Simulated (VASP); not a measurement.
MgO (m): single point with PBE

MgO (m):

```
Mg O
1.0
     2.94227    0.00000    0.00000
     0.00000    2.94227    0.00000
     0.00000    0.00000    4.32078
Mg O
2 2
Cartesian
  0.0000 0.0000 0.0000
  1.4711 1.4711 2.1604
  1.4711 1.4711 0.0000
  0.0000 0.0000 2.1604
```

```
Program                : VASP 6.6.1
Task                   : single point
Functional             : PBE
Potentials or basis    : VASP PAW PBE potentials, release 64 (Mg, O)
Cutoff                 : 600 eV
k mesh                 : 8 × 8 × 6
Occupations            : gaussian, width 0.02 eV
Spin                   : no spin polarisation
Dipole correction      : no
Further INCAR settings : ALGO = Normal; EDIFF = 1e-06; NBANDS = 16
```

```yaml
Pressure: 4.0 GPa
Band_gap_on_the_k_mesh: 4.66 eV
```

Stress tensor (GPa, compression positive):
```
 6.45  0.00  0.00
 0.00  6.45  0.00
 0.00  0.00 -1.03
```

Levels at points of the mesh, in eV from the valence-band top:
| k point | band 4 | band 5 | band 6 | band 7 | band 8 | band 9 | band 10 | band 11 | band 12 | band 13 |
| --- | --- | --- | --- | --- | --- | --- | --- | --- | --- | --- |
| (0.00, 0.00, 0.00) | -1.29 | -1.29 | -0.07 | -0.07 | 0.00 | 4.66 | 9.34 | 9.97 | 12.71 | 15.50 |
| (0.50, 0.00, 0.00) | -3.64 | -2.04 | -2.04 | -0.66 | -0.66 | 9.46 | 9.46 | 11.51 | 11.51 | 14.03 |
| (0.50, 0.50, 0.00) | -4.08 | -1.56 | -1.56 | -1.33 | -1.33 | 8.96 | 8.96 | 9.90 | 9.90 | 13.20 |
| (0.00, 0.00, 0.50) | -2.67 | -0.73 | -0.73 | -0.73 | -0.73 | 8.00 | 8.00 | 11.26 | 11.26 | 14.98 |
| (0.50, 0.00, 0.50) | -4.66 | -0.74 | -0.74 | -0.66 | -0.66 | 7.83 | 7.83 | 12.53 | 12.53 | 15.88 |
| (0.50, 0.50, 0.50) | -3.03 | -3.03 | -3.03 | -1.69 | -1.69 | 11.56 | 11.56 | 11.56 | 11.56 | 12.05 |

Wall time 28 s on 1 thread of AMD EPYC 7R43 64-Core Processor (Zen 3), on a shared host, peak memory 0.14 GiB.

PBE gaps usually lie below the measured ones, often by a third to a half.
